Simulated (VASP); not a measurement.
# BAs in VASP: a series of runs, part 2 of 2

VASP 6.6.1. Earlier steps stand in the parts before.

### 3 Single point, PBE

File INCAR:

```
SYSTEM = BAs
PREC = Accurate ; ENCUT = 520
EDIFF = 1E-7 ; ISMEAR = 0
SIGMA = 0.05 ; LREAL = .False.
LASPH = .True. ; NELM = 80
ALGO = Normal ; ISIF = 2
LWAVE = .False. ; LCHARG = .False.
LDIPOL = .True. ; IDIPOL = 3
DIPOL = 0.5 0.5 0.500 ; GGA = PE
NBANDS = 41
```

File KPOINTS:

```
Automatic mesh
0
Gamma
  8 6 1
  0 0 0
```

File POSCAR:

```
BAs
1.0
    3.4003508765      0.0000000000      0.0000000000
    0.0000000000      4.8088223264      0.0000000000
    0.0000000000      0.0000000000     25.2010526296
B As
7 7
Direct
    0.5000000000      0.4496282811      0.3127244403
    0.0000000000      0.0110779520      0.3644373392
    0.5000000000      0.5095856157      0.4329249596
    0.0000000000      0.0117520816      0.5000001351
    0.5000000000      0.5095870386      0.5670749958
    0.0000000000      0.0110798326      0.6355625070
    0.5000000000      0.4496329460      0.6872757150
    0.0000000000      0.2419618997      0.2907650742
    0.5000000000      0.7656420467      0.3648669196
    0.0000000000      0.2602753006      0.4320819601
    0.5000000000      0.7618899929      0.5000000247
    0.0000000000      0.2602766919      0.5679181310
    0.5000000000      0.7656444892      0.6351330445
    0.0000000000      0.2419658313      0.7092347540
```

Potentials or basis: VASP PAW PBE potentials, release 64 (B, As).

Launch:

```bash
$ cat potpaw_PBE.64/B/POTCAR potpaw_PBE.64/As/POTCAR > POTCAR
$ mpirun -np 1 vasp_std > vasp.out
```

OUTCAR:

```text
SYSTEM = BAs
   PREC = Accurate
   ENCUT = 520
   EDIFF = 1E-7
   ISMEAR = 0
   LREAL = .False.
   LASPH = .True.
   NELM = 80
   ISIF = 2
   GGA = PE

 ion  position               nearest neighbor table
   1  0.500  0.450  0.313-   9 2.01   8 2.05   8 2.05
   2  0.000  0.011  0.364-   9 2.07   9 2.07  10 2.08   8 2.16
   3  0.500  0.510  0.433-  10 2.08  10 2.08  11 2.08   9 2.11
   4  0.000  0.012  0.500-  11 2.08  11 2.08  10 2.09  12 2.09
   5  0.500  0.510  0.567-  12 2.08  12 2.08  11 2.08  13 2.11
   6  0.000  0.011  0.636-  13 2.07  13 2.07  12 2.08  14 2.16
   7  0.500  0.450  0.687-  13 2.01  14 2.05  14 2.05
   8  0.000  0.242  0.291-   1 2.05   1 2.05   2 2.16
   9  0.500  0.766  0.365-   1 2.01   2 2.07   2 2.07   3 2.11
  10  0.000  0.260  0.432-   3 2.08   3 2.08   2 2.08   4 2.09
  11  0.500  0.762  0.500-   5 2.08   3 2.08   4 2.08   4 2.08
  12  0.000  0.260  0.568-   5 2.08   5 2.08   6 2.08   4 2.09
  13  0.500  0.766  0.635-   7 2.01   6 2.07   6 2.07   5 2.11
  14  0.000  0.242  0.709-   7 2.05   7 2.05   6 2.16

  LATTYP: Found a simple orthorhombic cell.
 ALAT       =     3.4003508765
 B/A-ratio  =     1.4142135624
 C/A-ratio  =     7.4113094633

  Lattice vectors:

 A1 = (   3.4003508765,   0.0000000000,   0.0000000000)
 A2 = (   0.0000000000,   4.8088223264,   0.0000000000)
 A3 = (   0.0000000000,   0.0000000000,  25.2010526296)

Analysis of symmetry for initial positions (statically):
=====================================================================
 Subroutine PRICEL returns:
 Original cell was already a primitive cell.

 Routine SETGRP: Setting up the symmetry group for a
 simple orthorhombic supercell.

 Subroutine GETGRP returns: Found  4 space group operations
 (whereof  4 operations were pure point group operations)
 out of a pool of  8 trial point group operations.

The static configuration has the point symmetry C_2v.

Analysis of symmetry for dynamics (positions and initial velocities):
=====================================================================
 Subroutine PRICEL returns:
 Original cell was already a primitive cell.

 Routine SETGRP: Setting up the symmetry group for a
 simple orthorhombic supercell.

 Subroutine GETGRP returns: Found  4 space group operations
 (whereof  4 operations were pure point group operations)
 out of a pool of  8 trial point group operations.

The dynamic configuration has the point symmetry C_2v.

 Subroutine INISYM returns: Found  4 space group operations
 (whereof  4 operations are pure point group operations),
 and found     1 'primitive' translations

----------------------------------------------------------------------------------------

                                     Primitive cell

  volume of cell :     412.0796

  direct lattice vectors                    reciprocal lattice vectors
     3.400350877  0.000000000  0.000000000     0.294087298  0.000000000  0.000000000
     0.000000000  4.808822326  0.000000000     0.000000000  0.207951122  0.000000000
     0.000000000  0.000000000 25.201052630     0.000000000  0.000000000  0.039680882

  length of vectors
     3.400350877  4.808822326 25.201052630     0.294087298  0.207951122  0.039680882

[... 93 lines left out ...]
   ISPIN  =      1    spin polarized calculation?
   LNONCOLLINEAR =      F non collinear calculations
   LSORBIT =      F    spin-orbit coupling
   LASPH  =      T    aspherical Exc in radial PAW
   ENCUT  =  520.0 eV  38.22 Ry    6.18 a.u.   6.32  8.94 46.86*2*pi/ulx,y,z
   NELM   =     80;   NELMIN=  2; NELMDL= -5     # of ELM steps
   EDIFF  = 0.1E-06   stopping-criterion for ELM
   LREAL  =      F    real-space projection
   EDIFFG = 0.1E-05   stopping-criterion for IOM
   NSW    =      0    number of steps for IOM
   IBRION =     -1    ionic relax: 0-MD 1-quasi-New 2-CG
   NFREE  =      0    steps in history (QN), initial steepest desc. (CG)
   ISIF   =      2    stress and relaxation
   ISYM   =      2    0-nonsym 1-usesym 2-fastsym
   POTIM  = 0.5000    time-step for ionic-motion
   TEBEG  =    0.0;   TEEND  =   0.0 temperature during run
   PSTRESS=    0.0 pullay stress
   NELECT =      56.0000    total number of electrons
   NUPDOWN=      -1.0000    fix difference up-down
   EMIN   =  10.00;   EMAX   =-10.00  energy-range for DOS
   EFERMI =   0.00;   METHOD = LEGACY
   ISMEAR =     0;   SIGMA  =   0.05  broadening in eV -4-tet -1-fermi 0-gaus
   EFERMI_NEDOS =   21; number of points for ismear=-14 and -15
   IALGO  =     38    algorithm
   IMIX   =      4    mixing-type and parameters
     AMIX     =   0.40;   BMIX     =  1.00
     AMIX_MAG =   1.60;   BMIX_MAG =  1.00
  volume/ion in A,a.u.               =      29.43       198.63
  Fermi-wavevector in a.u.,A,eV,Ry     =   0.841674  1.590533  9.638568  0.708415
  Thomas-Fermi vector in A             =   1.956256
   LORBIT       =      0    0 simple, 1 ext, 2 COOP (PROOUT), +10 PAW based schemes
   GGA     = PE    functional components
   LHFCALC =     F    Hartree Fock is set to
   AEXX    =    0.0000 exact exchange contribution
   IVDW    =     0    specifies the selected vdW correction
   LEPSILON=     F    determine dielectric tensor
   LRPA    =     F    only Hartree local field effects (RPA)
 non-spin polarized calculation
 Gauss-broadening in eV      SIGMA  =   0.05
  energy-cutoff  :      520.00
  volume of cell :      412.08
 maximum number of plane-waves:     11164
 NGX is ok and might be reduce to    28
   NGX = 13   NGY = 17   NGZ = 93

 dipolmoment           0.000000      0.000000     -0.000000 electrons x Angstroem

 number of electron      56.0000000 magnetization

 dipolmoment           0.000000      0.000000      0.000006 electrons x Angstroem

 Free energy of the ion-electron system (eV)
  ---------------------------------------------------
  ext. energy  EPLUGINS =         0.00000000
  ---------------------------------------------------
  free energy    TOTEN  =       -76.90135007 eV

  energy without entropy =      -76.90131556  energy(sigma->0) =      -76.90133282

 E-fermi :   0.0742     XC(G=0):  -5.6412

 val. band max:       -0.0196855095   @ k =   0.0000   0.0000   0.0000
 cond. band min:       0.1681493334   @ k =   0.5000   0.0000   0.0000
 fundamental gap:      0.1878348428
 Fermi energy:         0.0742319130

 k-point     1 :       0.0000    0.0000    0.0000
  band No.  band energies     occupation
      1     -14.8861      2.00000
      2     -14.2849      2.00000
      3     -13.3467      2.00000
      4     -12.2288      2.00000
      5     -11.3313      2.00000
      6     -10.9122      2.00000
[... 849 lines left out ...]
     39       5.0152      0.00000
     40       5.0537      0.00000
 [bands above 40 left out]

------------------------ aborting loop because EDIFF is reached ----------------------------------------

 vacuum level on the upper side and lower side of the slab       (xc-potential included)        -0.066        -0.066

  FORCE on cell =-STRESS in cart. coord.  units (eV):
  Direction    XX          YY          ZZ          XY          YZ          ZX
  --------------------------------------------------------------------------------------
  -------------------------------------------------------------------------------------
  Total       -1.3890404      1.7212850      0.6071656      0.0000000      0.0000000      0.0000000
  in kB       -5.4006284      6.6924050      2.3606771      0.0000000      0.0000000      0.0000000
  external PRESSURE =       1.2174846 kB  Pullay stress =       0.0000000 kB

 VOLUME and BASIS-vectors are now :
 -----------------------------------------------------------------------------
  energy-cutoff  :      520.00
  volume of cell :      412.08
      direct lattice vectors                 reciprocal lattice vectors
     3.400350877  0.000000000  0.000000000     0.294087298  0.000000000  0.000000000
     0.000000000  4.808822326  0.000000000     0.000000000  0.207951122  0.000000000
     0.000000000  0.000000000 25.201052630     0.000000000  0.000000000  0.039680882

 POSITION                                       TOTAL-FORCE (eV/Angst)
 -----------------------------------------------------------------------------------
      1.70018      2.16218      7.88099        -0.000000      0.014937     -0.000731
      0.00000      0.05327      9.18420        -0.000000      0.005311     -0.003070
      1.70018      2.45051     10.91016        -0.000000     -0.001478     -0.001089
      0.00000      0.05651     12.60053        -0.000000      0.001775      0.000000
      1.70018      2.45051     14.29089        -0.000000     -0.001478      0.001089
      0.00000      0.05328     16.01684        -0.000000      0.005311      0.003070
      1.70018      2.16220     17.32007        -0.000000      0.014937      0.000731
      0.00000      1.16355      7.32759        -0.000000     -0.039281     -0.058378
      1.70018      3.68184      9.19503        -0.000000      0.018036      0.000636
      0.00000      1.25162     10.88892         0.000000      0.000427     -0.000192
      1.70018      3.66379     12.60053        -0.000000      0.002322      0.000000
      0.00000      1.25162     14.31213        -0.000000      0.000427      0.000192
      1.70018      3.68185     16.00602        -0.000000      0.018036     -0.000636
      0.00000      1.16357     17.87346        -0.000000     -0.039281      0.058378
 -----------------------------------------------------------------------------------
    total drift:                                0.000000      0.000344     -0.000548

  FREE ENERGIE OF THE ION-ELECTRON SYSTEM (eV)
  ---------------------------------------------------
  free  energy   TOTEN  =       -76.9013500717 eV

  energy  without entropy=      -76.9013155646  energy(sigma->0) =      -76.90133282

 vacuum level on the upper side and lower side of the slab         5.038         5.038
```

Run time: 12 min. Hardware: 1 thread of Intel Xeon 6975P-C, shared host; peak memory 0.58 GiB.

Results:

| Quantity | Value |
| --- | --- |
| Free energy | -76.9014 eV |
| Largest force | 0.070 eV/Å |
| Band gap on the k mesh | 0.19 eV, indirect (least direct gap 1.21 eV) |

Forces on the atoms (eV/Å):
```
B    0.000  0.015 -0.001
B    0.000  0.005 -0.003
B    0.000 -0.001 -0.001
B    0.000  0.002  0.000
B    0.000 -0.001  0.001
B    0.000  0.005  0.003
B    0.000  0.015  0.001
As   0.000 -0.039 -0.058
As   0.000  0.018  0.001
As   0.000  0.000  0.000
As   0.000  0.002  0.000
As   0.000  0.000  0.000
As   0.000  0.018 -0.001
As   0.000 -0.039  0.058
```

Levels at points of the mesh, in eV from the valence-band top:
```tsv
k point	band 24	band 25	band 26	band 27	band 28	band 29	band 30	band 31	band 32	band 33
(0.00, 0.00, 0.00)	-0.84	-0.42	-0.31	-0.12	0.00	1.54	1.89	1.98	2.44	2.69
(0.50, 0.00, 0.00)	-2.71	-2.49	-2.31	-1.37	-1.03	0.19	0.55	1.77	2.25	2.29
(0.00, 0.50, 0.00)	-1.75	-1.64	-1.52	-1.06	-0.84	0.94	1.25	2.42	3.01	3.05
(0.50, 0.50, 0.00)	-2.21	-1.88	-1.83	-1.07	-0.76	0.95	1.36	3.47	3.50	3.93
```
